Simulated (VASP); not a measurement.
Runs of VASP 6.6.1 on PbO. Symmetry: F-43m, No. 216, cubic system. The conventional cell has a = 5.598 Å, b = 5.598 Å, c = 5.598 Å, α = 90.00°, β = 90.00°, γ = 90.00°. Within 3.2 Å of Pb (site symmetry -43m) lie 4 O at 2.42 Å. O (site symmetry -43m) has 4 Pb at 2.42 Å within 3.2 Å. 

| level | smearing | share of exact exchange | screening parameter | gap on the mesh (eV) | pressure (GPa) |
| --- | --- | --- | --- | --- | --- |
| HSE06 | gaussian 0.001 eV | 0.25 | 0.2079 1/Å | 1.04 | 0.5 |
| PBE-based global hybrid with 40 % exact exchange | gaussian 0.01 eV | 0.4 | - | 2.59 | (b) |
| PBE-based global hybrid with 50 % exact exchange | gaussian 0.01 eV | 0.5 | - | 3.17 | -1.7 |
| PBE-based screened hybrid with 40 % exact exchange | gaussian 0.01 eV | 0.4 | 0.5 1/Å | (a) | -0.1 |
| PBE-based screened hybrid with 15 % exact exchange | gaussian 0.01 eV | 0.15 | 0.3 1/Å | 0.69 | 1.2 |

Alike in all rows: task single point; potentials or basis VASP PAW PBE potentials, release 64 (Pb_d, O); no spin polarisation; cell as given; k mesh 4 × 4 × 4; cutoff (eV) 520.

Task: Fill in the values left out.

Result: (a) 0.87; (b) -0.9.

Caveats: all runs use coarse meshes; the structure was generated, so it needn't be the stable form of PbO; the PAW data sets were made with another functional, which shifts forces and pressure a little; spin-orbit coupling is left out, which moves the levels of the heavy elements.

A k mesh can miss the band edges, and the runs leave out spin-orbit coupling on Pb.
